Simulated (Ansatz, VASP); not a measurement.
## Two plane-wave programs on Sn3Te2O

```xyz
12
Lattice="4.4595 0.0205 -0.0084 0.0197 4.4488 -0.0007 -0.0218 -0.0145 17.6876" Properties=species:S:1:pos:R:3 pbc="T T T"
Sn    2.8068    0.6085    7.0102
Sn    5.0630    2.8509   10.6597
Sn    5.0459    2.8436    4.2195
Sn   -1.1206    1.0702   16.7671
Sn    1.1272   -1.1269    0.9338
Sn    2.8413    0.6184   13.4460
Te    5.1088    2.9094    7.2489
Te    2.8821    0.6828   10.4137
Te    2.8660    0.6763    3.9428
Te    5.1373    2.9231   13.7237
O     0.8035    0.7825   17.6926
O    -1.4379   -1.4506   17.6943
```

Change from the starting cell: cell x1, atoms moved at random (sigma 0.15 Å) and cell strained at random (1.5 %), then relaxed without symmetry.

Alike in both runs: functional PBE; k mesh 4 × 4 × 1; occupations gaussian, width 0.1 eV; no spin polarisation.

Ansatz relaxed the structure, and its values are those at the end. VASP's run is a single point on that final structure, the one shown.

```csv
,VASP,Ansatz
version,VASP 6.6.1,Ansatz 0.2.0
potentials or method,"VASP PAW PBE potentials, release 64 (Sn_d, Te, O), cutoff 520 eV","scalar-relativistic, plane waves, PAW"
valence electrons in the cell,120,160
```

|  | VASP | Ansatz | Ansatz less VASP |
| --- | --- | --- | --- |
| gap on the k mesh at the Fermi level (eV) | 0.70 | 0.71 | +0.006 |
| least direct gap on the mesh (eV) | 0.75 | 0.75 | 0.000 |
| pressure (GPa) | 0.0 | -0.1 | -0.02 |
| rms of the force components (eV/Å) | 0.017 | 0.003 | -0.0133 |

VASP's potentials hold 120 valence electrons a cell and Ansatz's 160, so a difference there can come from the potentials and not from the codes.

Spin-orbit coupling is off throughout.
